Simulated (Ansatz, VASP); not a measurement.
Si5O in VASP and in Ansatz

```
Si O
1.0
     4.88493    0.00000    0.00000
    -2.44247    4.23047    0.00000
     0.00000    0.00000    5.82195
Si O
5 1
Direct
  0.00000 0.00000 0.78281
  0.00000 0.00000 0.21719
  0.50000 0.00000 0.00000
  0.00000 0.50000 0.00000
  0.50000 0.50000 0.00000
  0.00000 0.00000 0.50000
```

Alike in both runs: functional PBE; k mesh 6 × 6 × 2; occupations gaussian, width 0.1 eV; collinear spin.

Ansatz relaxed the structure, and its values are those at the end. VASP's run is a single point on that final structure, the one shown.

|  | VASP | Ansatz |
| --- | --- | --- |
| version | VASP 6.6.1 | Ansatz 0.2.0 |
| potentials or method | VASP PAW PBE potentials, release 64 (Si, O), cutoff 520 eV | scalar-relativistic, plane waves, PAW |
| valence electrons in the cell | 26 | 26 |

```tsv
	VASP	Ansatz	Ansatz less VASP
gap on the k mesh at the Fermi level (eV)	none	none	-
pressure (GPa)	0.0	0.0	+0.01
rms of the force components (eV/Å)	0.010	0.000	-0.0095
net moment per atom (μB)	0.00	0.00	0.000
```

A gap of «none» marks a metal or a gap that the smearing closes. With one functional, cell and mesh, what is left measures potentials, basis and numerics. Ansatz's warnings: seeded moment not kept.

The k mesh is coarse, so the values compare programs but aren't converged.
